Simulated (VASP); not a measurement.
# LiCl (Fm-3m) in VASP: further runs

The runs below take LiCl through single point, relaxation of cell and atoms, with PBE+D3(BJ).

All numbers are computed with VASP 6.6.1; they aren't measurements. Logs are shortened: lines on timing, memory, paths and dates and some standing lists are left out, and cuts for length are marked.

### Step 1. The cell of the first run

The structure is cubic, space group Fm-3m (No. 225). The conventional cell has a = 5.037 Å, b = 5.037 Å, c = 5.037 Å, α = 90.00°, β = 90.00°, γ = 90.00°. Li (site symmetry m-3m) has 6 Cl at 2.52 Å within 3.3 Å. Within 3.3 Å of Cl (site symmetry m-3m) lie 6 Li at 2.52 Å.

### Step 2. Single point, PBE+D3(BJ)

File INCAR:

```
SYSTEM = LiCl
  PREC = Accurate
  ENCUT = 520
  EDIFF = 1E-6
  ISMEAR = 0
  SIGMA = 0.02
  LREAL = .False.
  LASPH = .True.
  NELM = 80
  ALGO = Normal
  ISIF = 2
  LWAVE = .False.
  LCHARG = .False.
  GGA = PE
  IVDW = 12
  NBANDS = 12
```

File KPOINTS:

```
regular mesh
0
Gamma
  8 8 8
  0 0 0
```

File POSCAR:

```
LiCl
1.0
    0.0000000000      2.5183644454      2.5183644454
    2.5183644454      0.0000000000      2.5183644454
    2.5183644454      2.5183644454      0.0000000000
Li Cl
1 1
Direct
    0.0000000000      0.0000000000      0.0000000000
    0.5000000000      0.5000000000      0.5000000000
```

Potentials or basis: VASP PAW PBE potentials, release 64 (Li_sv, Cl).

Run with:

```console
$ cat potpaw_PBE.64/Li_sv/POTCAR potpaw_PBE.64/Cl/POTCAR > POTCAR
$ mpirun -np 1 vasp_std > vasp.out
```

OUTCAR:

```text
SYSTEM = LiCl
   PREC = Accurate
   ENCUT = 520
   EDIFF = 1E-6
   ISMEAR = 0
   LREAL = .False.
   LASPH = .True.
   NELM = 80
   ISIF = 2
   GGA = PE
   IVDW = 12
 IVDW          = 12

 ion  position               nearest neighbor table
   1  0.000  0.000  0.000-   2 2.52   2 2.52   2 2.52   2 2.52   2 2.52   2 2.52
   2  0.500  0.500  0.500-   1 2.52   1 2.52   1 2.52   1 2.52   1 2.52   1 2.52

  LATTYP: Found a face centered cubic cell.
 ALAT       =     5.0367288908

  Lattice vectors:

 A1 = (   0.0000000000,   2.5183644454,   2.5183644454)
 A2 = (   2.5183644454,   0.0000000000,   2.5183644454)
 A3 = (   2.5183644454,   2.5183644454,   0.0000000000)

Analysis of symmetry for initial positions (statically):
=====================================================================
 Subroutine PRICEL returns:
 Original cell was already a primitive cell.

 Routine SETGRP: Setting up the symmetry group for a
 face centered cubic supercell.

 Subroutine GETGRP returns: Found 48 space group operations
 (whereof 48 operations were pure point group operations)
 out of a pool of 48 trial point group operations.

The static configuration has the point symmetry O_h .

Analysis of symmetry for dynamics (positions and initial velocities):
=====================================================================
 Subroutine PRICEL returns:
 Original cell was already a primitive cell.

 Routine SETGRP: Setting up the symmetry group for a
 face centered cubic supercell.

 Subroutine GETGRP returns: Found 48 space group operations
 (whereof 48 operations were pure point group operations)
 out of a pool of 48 trial point group operations.

The dynamic configuration has the point symmetry O_h .

 Subroutine INISYM returns: Found 48 space group operations
 (whereof 48 operations are pure point group operations),
 and found     1 'primitive' translations

----------------------------------------------------------------------------------------

                                     Primitive cell

  volume of cell :      31.9437

  direct lattice vectors                    reciprocal lattice vectors
     0.000000000  2.518364445  2.518364445    -0.198541558  0.198541558  0.198541558
     2.518364445  0.000000000  2.518364445     0.198541558 -0.198541558  0.198541558
     2.518364445  2.518364445  0.000000000     0.198541558  0.198541558 -0.198541558

  length of vectors
     3.561505154  3.561505154  3.561505154     0.343884065  0.343884065  0.343884065

  position of ions in fractional coordinates (direct lattice)
     0.000000000  0.000000000  0.000000000
     0.500000000  0.500000000  0.500000000

  ion indices of the primitive-cell ions
   primitive index   ion index
                 1           1
[... 89 lines left out ...]
   EFERMI_NEDOS =   21; number of points for ismear=-14 and -15
   IALGO  =     38    algorithm
   IMIX   =      4    mixing-type and parameters
     AMIX     =   0.40;   BMIX     =  1.00
     AMIX_MAG =   1.60;   BMIX_MAG =  1.00
  volume/ion in A,a.u.               =      15.97       107.78
  Fermi-wavevector in a.u.,A,eV,Ry     =   1.111594  2.100608 16.811924  1.235642
  Thomas-Fermi vector in A             =   2.248159
   LORBIT       =      0    0 simple, 1 ext, 2 COOP (PROOUT), +10 PAW based schemes
   GGA     = PE    functional components
   LHFCALC =     F    Hartree Fock is set to
   AEXX    =    0.0000 exact exchange contribution
   IVDW    =    12    specifies the selected vdW correction
   LEPSILON=     F    determine dielectric tensor
   LRPA    =     F    only Hartree local field effects (RPA)
 non-spin polarized calculation
 Gauss-broadening in eV      SIGMA  =   0.02
  energy-cutoff  :      520.00
  volume of cell :       31.94
 maximum number of plane-waves:       881
 NGX is ok and might be reduce to    28
   NGX = 13   NGY = 13   NGZ = 13

 number of electron      10.0000000 magnetization

 number of electron       9.9999994 magnetization

 Free energy of the ion-electron system (eV)
  ---------------------------------------------------
  ext. energy  EPLUGINS =         0.00000000
  ---------------------------------------------------
  free energy    TOTEN  =        -7.37048487 eV

  energy without entropy =       -7.37048487  energy(sigma->0) =       -7.37048487

 E-fermi :   1.2165     XC(G=0):  -8.9696

 val. band max:        1.0048593339   @ k =   0.0000   0.0000   0.0000
 cond. band min:       7.6736070358   @ k =   0.0000   0.0000   0.0000
 fundamental gap:      6.6687477019
 Fermi energy:         1.2165229891

 k-point     1 :       0.0000    0.0000    0.0000
  band No.  band energies     occupation
      1     -42.4289      2.00000
      2     -12.5929      2.00000
      3       1.0049      2.00000
      4       1.0049      2.00000
      5       1.0049      2.00000
      6       7.6736      0.00000
      7      12.9849      0.00000
      8      12.9849      0.00000
      9      12.9849      0.00000
     10      15.7799      0.00000
     11      15.7801      0.00000
     12      15.8652      0.00000
[... 331 lines left out ...]
 k-point    24 :      -0.3750    0.2500    0.1250
  band No.  band energies     occupation
      1     -42.4247      2.00000
      2     -11.8147      2.00000
      3      -1.7532      2.00000
      4      -0.4258      2.00000
      5       0.3697      2.00000
      6       9.3351      0.00000
      7      10.4166      0.00000
      8      11.6800      0.00000
      9      13.1253      0.00000
     10      16.8013      0.00000
     11      17.5147      0.00000
     12      19.5413      0.00000

 [... further k-points ...]

------------------------ aborting loop because EDIFF is reached ----------------------------------------

 Edisp (eV)   -0.47668

 E8    (eV) :    -0.1797

  FORCE on cell =-STRESS in cart. coord.  units (eV):
  Direction    XX          YY          ZZ          XY          YZ          ZX
  --------------------------------------------------------------------------------------
  -------------------------------------------------------------------------------------
  Total      -0.02352    -0.02352    -0.02352     0.00000     0.00000     0.00000
  in kB      -1.17944    -1.17944    -1.17944     0.00000     0.00000     0.00000
  external pressure =       -1.18 kB  Pullay stress =        0.00 kB

 VOLUME and BASIS-vectors are now :
 -----------------------------------------------------------------------------
  energy-cutoff  :      520.00
  volume of cell :       31.94
      direct lattice vectors                 reciprocal lattice vectors
     0.000000000  2.518364445  2.518364445    -0.198541558  0.198541558  0.198541558
     2.518364445  0.000000000  2.518364445     0.198541558 -0.198541558  0.198541558
     2.518364445  2.518364445  0.000000000     0.198541558  0.198541558 -0.198541558

 POSITION                                       TOTAL-FORCE (eV/Angst)
 -----------------------------------------------------------------------------------
      0.00000      0.00000      0.00000        -0.000000      0.000000     -0.000000
      2.51836      2.51836      2.51836         0.000000     -0.000000      0.000000
 -----------------------------------------------------------------------------------
    total drift:                                0.000000      0.000000      0.000000

  FREE ENERGIE OF THE ION-ELECTRON SYSTEM (eV)
  ---------------------------------------------------
  free  energy   TOTEN  =        -7.8471607882 eV

  energy  without entropy=       -7.8471607882  energy(sigma->0) =       -7.84716079
```

Run time: 19 s. Hardware: 1 thread of Intel Xeon 8259CL, shared host; peak memory 0.16 GiB.

Results:

| Property | Result |
| --- | --- |
| Free energy | -7.8472 eV |
| Band gap on the k mesh | 6.67 eV |
| Dispersion energy per atom | -0.238 eV |

Caveat: the cutoff is under 1.25 times the usual one of these potentials, so pressure, stress and relaxed cells hold a basis-set (Pulay) error.

(Part 1 of 2 ends here.)
